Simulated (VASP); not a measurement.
# Ir (Fd-3m) in VASP: further runs, part 2 of 2

VASP 6.6.1.

## (4) Single point, BLYP (volume scaled by 1.12)

INCAR

```
SYSTEM = Ir
AGGAC = 1.0 ; AGGAX = 1.0
ALDAC = 0.0 ; ALDAX = 1.0
ALGO = Normal ; EDIFF = 1E-7
ENCUT = 520 ; GGA = B5
ISIF = 2 ; ISMEAR = -1
LASPH = .TRUE. ; LCHARG = .FALSE.
LREAL = .FALSE. ; LWAVE = .FALSE.
NBANDS = 16 ; NELM = 100
PREC = Accurate ; SIGMA = 0.1
```

KPOINTS

```
k-points
0
G
  11 11 11
  0 0 0
```

POSCAR

```
Ir
1.0
    0.0000000000      2.9376936961      2.9376936961
    2.9376936961      0.0000000000      2.9376936961
    2.9376936961      2.9376936961      0.0000000000
Ir
2
Direct
    0.1250000000      0.1250000000      0.1250000000
    0.8750000000      0.8750000000      0.8750000000
```

Potentials or basis: VASP PAW PBE potentials, release 64 (Ir).

Run with:

```console
$ cat potpaw_PBE.64/Ir/POTCAR > POTCAR
$ mpirun -np 1 vasp_std > vasp.out
```

OUTCAR:

```text
SYSTEM = Ir
   EDIFF = 1E-7
   ENCUT = 520
   GGA = B5
   ISIF = 2
   ISMEAR = -1
   LASPH = .TRUE.
   LREAL = .FALSE.
   NELM = 100
   PREC = Accurate

 ion  position               nearest neighbor table
   1  0.125  0.125  0.125-   2 2.54   2 2.54   2 2.54   2 2.54
   2  0.875  0.875  0.875-   1 2.54   1 2.54   1 2.54   1 2.54

  LATTYP: Found a face centered cubic cell.
 ALAT       =     5.8753873922

  Lattice vectors:

 A1 = (   0.0000000000,   2.9376936961,   2.9376936961)
 A2 = (   2.9376936961,   0.0000000000,   2.9376936961)
 A3 = (   2.9376936961,   2.9376936961,   0.0000000000)

Analysis of symmetry for initial positions (statically):
=====================================================================
 Subroutine PRICEL returns:
 Original cell was already a primitive cell.

 Routine SETGRP: Setting up the symmetry group for a
 face centered cubic supercell.

 Subroutine GETGRP returns: Found 48 space group operations
 (whereof 12 operations were pure point group operations)
 out of a pool of 48 trial point group operations.

The static configuration has the point symmetry D_3d.
 The point group associated with its full space group is O_h .

Analysis of symmetry for dynamics (positions and initial velocities):
=====================================================================
 Subroutine PRICEL returns:
 Original cell was already a primitive cell.

 Routine SETGRP: Setting up the symmetry group for a
 face centered cubic supercell.

 Subroutine GETGRP returns: Found 48 space group operations
 (whereof 12 operations were pure point group operations)
 out of a pool of 48 trial point group operations.

The dynamic configuration has the point symmetry D_3d.
 The point group associated with its full space group is O_h .

 Subroutine INISYM returns: Found 48 space group operations
 (whereof 12 operations are pure point group operations),
 and found     1 'primitive' translations

----------------------------------------------------------------------------------------

                                     Primitive cell

  volume of cell :      50.7049

  direct lattice vectors                    reciprocal lattice vectors
     0.000000000  2.937693696  2.937693696    -0.170201543  0.170201543  0.170201543
     2.937693696  0.000000000  2.937693696     0.170201543 -0.170201543  0.170201543
     2.937693696  2.937693696  0.000000000     0.170201543  0.170201543 -0.170201543

  length of vectors
     4.154526267  4.154526267  4.154526267     0.294797720  0.294797720  0.294797720

  position of ions in fractional coordinates (direct lattice)
     0.125000000  0.125000000  0.125000000
     0.875000000  0.875000000  0.875000000

  ion indices of the primitive-cell ions
   primitive index   ion index
                 1           1
                 2           2

----------------------------------------------------------------------------------------

 KPOINTS: k-points

Automatic generation of k-mesh.
 Grid dimensions read from file:
 generate k-points for:   11   11   11

 Generating k-lattice:

  Cartesian coordinates                     Fractional coordinates (reciprocal lattice)
    -0.015472868  0.015472868  0.015472868     0.090909091  0.000000000  0.000000000
     0.015472868 -0.015472868  0.015472868     0.000000000  0.090909091  0.000000000
     0.015472868  0.015472868 -0.015472868     0.000000000  0.000000000  0.090909091

  Length of vectors
     0.026799793  0.026799793  0.026799793

  Shift w.r.t. Gamma in fractional coordinates (k-lattice)
     0.000000000  0.000000000  0.000000000

 Subroutine IBZKPT returns following result:
 ===========================================

 Found     56 irreducible k-points:

 Following reciprocal coordinates:
            Coordinates               Weight
  0.000000  0.000000  0.000000      1.000000
  0.090909  0.000000  0.000000      8.000000
  0.181818  0.000000  0.000000      8.000000
  0.272727  0.000000  0.000000      8.000000
  0.363636  0.000000  0.000000      8.000000
  0.454545  0.000000  0.000000      8.000000
[... 16 lines left out ...]
 -0.272727  0.181818  0.000000     24.000000
 -0.181818  0.181818  0.000000     12.000000
 [... further k-points ...]
   k-points           NKPTS =     56   k-points in BZ     NKDIM =     56   number of bands    NBANDS=     16
   number of dos      NEDOS =    301   number of ions     NIONS =      2
   total plane-waves  NPLWV =  32768
   dimension x,y,z NGX =    32 NGY =   32 NGZ =   32
   dimension x,y,z NGXF=    64 NGYF=   64 NGZF=   64
   ions per type =               2
   NGX,Y,Z   is equivalent  to a cutoff of  12.80, 12.80, 12.80 a.u.
   NGXF,Y,Z  is equivalent  to a cutoff of  25.61, 25.61, 25.61 a.u.
 SYSTEM =  Ir
   PREC   = accura    normal or accurate (medium, high low for compatibility)
   ISTART =      0    job   : 0-new  1-cont  2-samecut
   ICHARG =      2    charge: 1-file 2-atom 10-const
   ISPIN  =      1    spin polarized calculation?
   LNONCOLLINEAR =      F non collinear calculations
   LSORBIT =      F    spin-orbit coupling
   LASPH  =      T    aspherical Exc in radial PAW
   ENCUT  =  520.0 eV  38.22 Ry    6.18 a.u.   7.72  7.72  7.72*2*pi/ulx,y,z
   NELM   =    100;   NELMIN=  2; NELMDL= -5     # of ELM steps
   EDIFF  = 0.1E-06   stopping-criterion for ELM
   LREAL  =      F    real-space projection
   EDIFFG = 0.1E-05   stopping-criterion for IOM
   NSW    =      0    number of steps for IOM
   IBRION =     -1    ionic relax: 0-MD 1-quasi-New 2-CG
   NFREE  =      0    steps in history (QN), initial steepest desc. (CG)
   ISIF   =      2    stress and relaxation
   ISYM   =      2    0-nonsym 1-usesym 2-fastsym
   POTIM  = 0.5000    time-step for ionic-motion
   TEBEG  =    0.0;   TEEND  =   0.0 temperature during run
   PSTRESS=    0.0 pullay stress
   NELECT =      18.0000    total number of electrons
   NUPDOWN=      -1.0000    fix difference up-down
   EMIN   =  10.00;   EMAX   =-10.00  energy-range for DOS
   EFERMI =   0.00;   METHOD = LEGACY
   ISMEAR =    -1;   SIGMA  =   0.10  broadening in eV -4-tet -1-fermi 0-gaus
   EFERMI_NEDOS =   21; number of points for ismear=-14 and -15
   IALGO  =     38    algorithm
   IMIX   =      4    mixing-type and parameters
     AMIX     =   0.40;   BMIX     =  1.00
     AMIX_MAG =   1.60;   BMIX_MAG =  1.00
  volume/ion in A,a.u.               =      25.35       171.09
  Fermi-wavevector in a.u.,A,eV,Ry     =   1.159175  2.190524 18.281980  1.343688
  Thomas-Fermi vector in A             =   2.295771
   LORBIT       =      0    0 simple, 1 ext, 2 COOP (PROOUT), +10 PAW based schemes
   GGA     = B5    functional components
   LHFCALC =     F    Hartree Fock is set to
   AEXX    =    0.0000 exact exchange contribution
   IVDW    =     0    specifies the selected vdW correction
   LEPSILON=     F    determine dielectric tensor
   LRPA    =     F    only Hartree local field effects (RPA)
 non-spin polarized calculation
  energy-cutoff  :      520.00
  volume of cell :       50.70
 maximum number of plane-waves:      1387
   NGX = 15   NGY = 15   NGZ = 15

 number of electron      18.0000001 magnetization

 Free energy of the ion-electron system (eV)
  ---------------------------------------------------
  ext. energy  EPLUGINS =         0.00000000
  ---------------------------------------------------
  free energy    TOTEN  =       -13.65712878 eV

  energy without entropy =      -13.55725735  energy(sigma->0) =      -13.60719306

 E-fermi :   3.9450     XC(G=0):  -9.6925

 val. band max:        3.9270146921   @ k =  -0.3636   0.2727   0.0000
 cond. band min:       3.9529444242   @ k =   0.4545   0.1818   0.0000
 fundamental gap:      0.0259297321
 Fermi energy:         3.9450497739

 k-point     1 :       0.0000    0.0000    0.0000
  band No.  band energies     occupation
      1      -2.8260      2.00000
      2      -0.0666      2.00000
      3      -0.0666      2.00000
      4       0.1358      2.00000
      5       0.1358      2.00000
      6       0.1358      2.00000
[... 8 lines left out ...]
     15      15.2791      0.00000
     16      15.2791      0.00000
[... 419 lines left out ...]
 k-point    24 :      -0.1818    0.1818    0.0000
  band No.  band energies     occupation
      1      -1.6967      2.00000
      2      -0.4687      2.00000
      3      -0.0758      2.00000
      4      -0.0154      2.00000
      5       0.3317      2.00000
      6       0.9334      2.00000
[... 8 lines left out ...]
     15      14.5268      0.00000
     16      16.1214      0.00000

 [... further k-points ...]
[... 5 lines left out ...]
  --------------------------------------------------------------------------------------
  -------------------------------------------------------------------------------------
  Total       -4.0067767     -4.0067767     -4.0067767     -0.0000000     -0.0000000     -0.0000000
  in kB     -126.6065550   -126.6065550   -126.6065550     -0.0000000     -0.0000000     -0.0000000
  external PRESSURE =    -126.6065550 kB  Pullay stress =       0.0000000 kB

 VOLUME and BASIS-vectors are now :
 -----------------------------------------------------------------------------
  energy-cutoff  :      520.00
  volume of cell :       50.70
      direct lattice vectors                 reciprocal lattice vectors
     0.000000000  2.937693696  2.937693696    -0.170201543  0.170201543  0.170201543
     2.937693696  0.000000000  2.937693696     0.170201543 -0.170201543  0.170201543
     2.937693696  2.937693696  0.000000000     0.170201543  0.170201543 -0.170201543

 POSITION                                       TOTAL-FORCE (eV/Angst)
 -----------------------------------------------------------------------------------
      0.73442      0.73442      0.73442         0.000000      0.000000     -0.000000
      5.14096      5.14096      5.14096        -0.000000     -0.000000      0.000000
 -----------------------------------------------------------------------------------
    total drift:                                0.000000      0.000000     -0.000000

  FREE ENERGIE OF THE ION-ELECTRON SYSTEM (eV)
  ---------------------------------------------------
  free  energy   TOTEN  =       -13.6571287769 eV

  energy  without entropy=      -13.5572573463  energy(sigma->0) =      -13.60719306
```

It took 25 s on 1 thread of Intel Xeon 6975P-C (Granite Rapids), shared host; peak memory 0.19 GiB.

Results:

```yaml
Free_energy: -13.6571 eV
Pressure: -12.7 GPa
Band_gap_on_the_k_mesh: zero (band 9 reaches 4.63 eV, above the bottom of band 10 at 3.54 eV)
```

Caveat: the cell differs from its parent crystal (volume scaled by 1.12); the PAW data sets were made with another functional, which shifts forces and pressure a little; spin-orbit coupling is left out, which moves the levels of the heavy elements.

## (5) Relaxation of cell and atoms, BLYP

This run uses another cell than the first one, of 19.10 Å³/atom, 0.811 times its volume.

INCAR

```
AGGAC    = 1.0          
AGGAX    = 1.0          
ALDAC    = 0.0          
ALDAX    = 1.0          
ALGO     = Normal         # electronic algorithm
EDIFF    = 1E-7           # SCF threshold, eV
EDIFFG   = -0.01          # ionic threshold
ENCUT    = 600            # plane-wave cutoff, eV
GGA      = B5             # functional
IBRION   = 2              # ionic algorithm
ISIF     = 3              # what is computed and relaxed
ISMEAR   = -1             # smearing method
LASPH    = True           # aspherical terms in the spheres
LCHARG   = False          # write CHGCAR
LREAL    = False          # projectors in reciprocal space
LWAVE    = False          # write WAVECAR
NELM     = 100            # most SCF steps
NSW      = 80             # ionic steps
PREC     = Accurate       # precision mode
SIGMA    = 0.1            # smearing width, eV
```

KPOINTS

```
k-points
0
Gamma
  10 10 10
```

POSCAR

```
Ir
1.0
    0.0000000000      2.6731374252      2.6731374252
    2.6731374252      0.0000000000      2.6731374252
    2.6731374252      2.6731374252      0.0000000000
Ir
2
Direct
    0.1250000000      0.1250000000      0.1250000000
    0.8750000000      0.8750000000      0.8750000000
```

Run with:

```console
$ cat potpaw_PBE.64/Ir/POTCAR > POTCAR
$ mpirun -np 1 vasp_std > vasp.out
```

Wall time 89 s (1 thread of Intel Xeon 6975P-C (Granite Rapids), shared host); peak memory 0.19 GiB.

It converged, with:

| Property | Result |
| --- | --- |
| Free energy | -13.8877 eV |
| Relaxed volume | 22.76 Å³/atom |
| Relaxed cell | a = 4.008 Å, b = 4.008 Å, c = 4.008 Å, α = 60.00°, β = 60.00°, γ = 60.00° |
| Space group after relaxing (to 0.05 Å) | Fd-3m (No. 227) |
| Energy gained by relaxing | 402.6 meV/atom |
| Ionic steps | 5 |
| Pressure after relaxing | 0.0 GPa |
| Band gap on the k mesh | zero (band 9 reaches 5.99 eV, above the bottom of band 10 at 4.48 eV) |

Step by step:
| step | energy change (eV) | largest force (eV/Å) | pressure (GPa) | volume (Å³) |
| --- | --- | --- | --- | --- |
| 1 | 0.0000 | 0.0000 | 41.70 | 38.20 |
| 2 | 2.1575 | 0.0000 | -20.71 | 72.81 |
| 3 | -0.7806 | 0.0000 | -4.84 | 47.09 |
| 4 | -0.8036 | 0.0000 | -1.28 | 45.91 |
| 5 | -0.8051 | 0.0000 | 0.02 | 45.51 |

Final structure:
```yaml
crystal:
  lattice:
    - [0.00000, 2.83381, 2.83381]
    - [2.83381, 0.00000, 2.83381]
    - [2.83381, 2.83381, 0.00000]
  atoms:
    - { symbol: Ir, position: [0.12500, 0.12500, 0.12500] }
    - { symbol: Ir, position: [0.87500, 0.87500, 0.87500] }
```

Levels at points of the mesh, in eV from the Fermi level:
```csv
k point,band 7,band 8,band 9,band 10,band 11,band 12
"(0.00, 0.00, 0.00)",-1.63,-1.63,-1.63,0.67,0.67,10.86
"(0.50, 0.00, 0.00)",-1.58,-0.95,-0.95,0.19,0.19,1.33
"(0.50, 0.50, 0.00)",-2.29,-2.29,0.49,0.49,1.87,1.87
```

Caveat: the volume moved by over 15 % at a fixed basis, so the end points are rough; the PAW data sets were made with another functional, which shifts forces and pressure a little; spin-orbit coupling is left out, which moves the levels of the heavy elements.

## (6) Single point, BLYP

This run uses another cell than the first one, of 22.64 Å³/atom, 0.962 times its volume.

INCAR

```
  PREC = Accurate
  ENCUT = 520
  EDIFF = 1E-7
  ISMEAR = -1
  SIGMA = 0.1
  LREAL = False
  LASPH = True
  NELM = 80
  ALGO = Normal
  ISIF = 2
  LWAVE = False
  LCHARG = False
  GGA = B5
  ALDAX = 1.0
  AGGAX = 1.0
  AGGAC = 1.0
  ALDAC = 0.0
  NBANDS = 16
```

KPOINTS

```
regular mesh
0
Gamma
  16 16 16
```

POSCAR

```
Ir
1.0
    0.0000000000      2.8287886692      2.8287886692
    2.8287886692      0.0000000000      2.8287886692
    2.8287886692      2.8287886692      0.0000000000
Ir
2
Direct
    0.1250000000      0.1250000000      0.1250000000
    0.8750000000      0.8750000000      0.8750000000
```

Potentials or basis: VASP PAW PBE potentials, release 64 (Ir).

Run with:

```console
$ cat potpaw_PBE.64/Ir/POTCAR > POTCAR
$ mpirun -np 1 vasp_std > vasp.out
```

Wall time 62 s (1 thread of Intel Xeon 6975P-C (Granite Rapids), shared host); peak memory 0.23 GiB.

It converged, with:

```
Free energy            : -13.8859 eV
Pressure               : 0.8 GPa
Band gap on the k mesh : zero (band 9 reaches 6.12 eV, above the bottom of band 10 at 4.62 eV)
```

Levels at points of the mesh, in eV from the Fermi level:
```
           k point  band 6  band 7  band 8  band 9  band 10  band 11  band 12  band 13
(0.00, 0.00, 0.00)   -4.38   -1.64   -1.64   -1.64     0.68     0.68    10.90    11.03
(0.50, 0.00, 0.00)   -4.36   -1.60   -0.96   -0.96     0.20     0.20     1.34     8.46
(0.50, 0.50, 0.00)   -3.44   -2.30   -2.30    0.50     0.50     1.88     1.88     3.83
```

Caveat: the PAW data sets were made with another functional, which shifts forces and pressure a little; spin-orbit coupling is left out, which moves the levels of the heavy elements.

## (7) Summary

```csv
task,cell,k mesh,cutoff (eV),gap on the mesh (eV),pressure (GPa)
single point,"a = 4.053 Å, angles 60.0°, 2 atoms",11 × 11 × 11,520,none,-4.8
single point,"a = 4.104 Å, angles 60.0°, 2 atoms",11 × 11 × 11,520,none,-9.2
single point,"a = 4.155 Å, angles 60.0°, 2 atoms",11 × 11 × 11,520,none,-12.7
relaxation of cell and atoms,"relaxed from a = 3.780 Å, angles 60.0°, 2 atoms",10 × 10 × 10,600,none,0.0
single point,"a = 4.001 Å, angles 60.0°, 2 atoms",16 × 16 × 16,520,none,0.8
```

Alike in all rows: level BLYP; potentials or basis VASP PAW PBE potentials, release 64 (Ir); no spin polarisation; smearing fermi-dirac 0.1 eV.

Caveats: the PAW data sets were made with another functional, which shifts forces and pressure a little; spin-orbit coupling is left out, which moves the levels of the heavy elements; the volume moved by over 15 % at a fixed basis, so the end points are rough (some runs).

Total energies depend on the potentials used, so only differences within one code and one set of settings carry meaning.
